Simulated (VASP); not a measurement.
Hg, 1 atom in the cell. The structure is trigonal, space group R-3m (No. 166). Conventional cell: a = 3.756 Å, b = 3.756 Å, c = 6.464 Å, α = 90.00°, β = 90.00°, γ = 120.00°. Hg (site symmetry -3m) has 12 Hg at 3.06 to 3.76 Å within 4.0 Å. 

- Program: VASP 6.6.1
- Task: single point
- Functional: r2SCAN
- Potentials or basis: VASP PAW PBE potentials, release 64 (Hg)
- Cutoff: 520 eV
- k mesh: 18 × 18 × 18
- Occupations: fermi-dirac, width 0.1 eV
- Spin: no spin polarisation
- Dipole correction: no
- Further INCAR settings: ALGO = Normal; EDIFF = 1e-06; NBANDS = 12

Potentials or basis: VASP PAW PBE potentials, release 64 (Hg).

The run is started by

```sh
$ cat potpaw_PBE.64/Hg/POTCAR > POTCAR
$ cp INCAR.step1 INCAR
$ mpirun -np 1 vasp_std > vasp.out
$ cp INCAR.step2 INCAR
$ mpirun -np 1 vasp_std > vasp.out
```

Hardware: 1 thread of AMD EPYC 7R43 64-Core Processor (Zen 3) (shared host).

**Question.** Estimate the wall time of this run.

**Answer.** It took 8.4 min on 1 thread of AMD EPYC 7R43 64-Core Processor (Zen 3) (shared host), peak memory 0.25 GiB. Counts: k points 580.
